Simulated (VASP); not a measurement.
HfO2: single point with PBE

HfO2:

```
Hf O
1.0
    -5.28011   -2.64006   -2.64006
    -2.64006   -5.28011    2.64006
    -5.28011    2.64006    2.64006
Hf O
6 12
Direct
  0.65408 0.67860 0.00663
  0.25497 0.34940 0.95302
  0.94610 0.98098 0.02861
  0.85312 0.28839 0.51313
  0.52242 0.96908 0.49646
  0.18967 0.63636 0.47491
  0.24435 0.63547 0.06253
  0.95636 0.31656 0.17888
  0.64699 0.93508 0.14255
  0.51287 0.28287 0.63069
  0.11064 0.94940 0.66333
  0.71082 0.60618 0.64415
  0.48741 0.71728 0.39418
  0.22336 0.26727 0.50275
  0.91982 0.92731 0.38769
  0.62746 0.27189 0.01129
  0.37656 0.98321 0.92786
  0.98799 0.64919 0.83971
```

This cell differs from its parent crystal: dynamics (nvt langevin) at 2600 K, volume x 1.1, from the last frame before.

```
Program             : VASP 6.6.1
Task                : single point
Functional          : PBE
Potentials or basis : VASP PAW PBE potentials, release 64 (Hf_pv, O)
Cutoff              : 520 eV
k mesh              : 2 × 2 × 2, shifted
Occupations         : fermi-dirac, width 0.2241 eV
Spin                : no spin polarisation
```

| Quantity | Value |
| --- | --- |
| Pressure | -5.0 GPa |
| Largest force | 5.842 eV/Å |
| Band gap on the k mesh | 2.60 eV, direct |

Forces in eV/Å, atoms in the order of the input:
```
Hf   2.780  2.097  1.219
Hf  -3.108 -0.799 -2.023
Hf  -0.160 -1.865 -1.424
Hf  -1.359  1.197 -0.376
Hf  -0.753  1.587 -0.782
Hf  -1.998 -0.563  0.035
O   -1.320  1.184  1.374
O    0.484 -0.541  0.279
O   -2.076  2.012 -0.303
O   -0.542 -0.952  0.268
O    0.031 -0.088  2.021
O   -1.982 -0.178  0.184
O    5.002  2.365 -1.876
O    2.381 -2.220  2.373
O    1.519 -0.145  1.141
O   -0.606 -2.716 -0.209
O    1.068 -0.662 -0.171
O    0.636  0.288 -1.730
```

Stress tensor (GPa, compression positive):
```
-4.28  0.29  3.84
 0.29 -2.57 -1.33
 3.84 -1.33 -8.02
```

Levels at points of the mesh, in eV from the valence-band top:
```
           k point  band 63  band 64  band 65  band 66  band 67  band 68  band 69  band 70
(0.25, 0.25, 0.25)    -1.21    -0.91    -0.62    -0.03     2.71     2.92     3.13     3.43
```

Wall time 2.7 min on 1 thread of Intel(R) Xeon(R) Platinum 8488C (Sapphire Rapids), with other jobs on the host, peak memory 0.36 GiB.

Caveat: the k points lie up to 0.59 Å⁻¹ apart; spin-orbit coupling is left out, which moves the levels of the heavy elements; forces of over 1 eV/Å act on the atoms, so gaps and moduli don't describe the material at rest. A k mesh can miss the band edges.
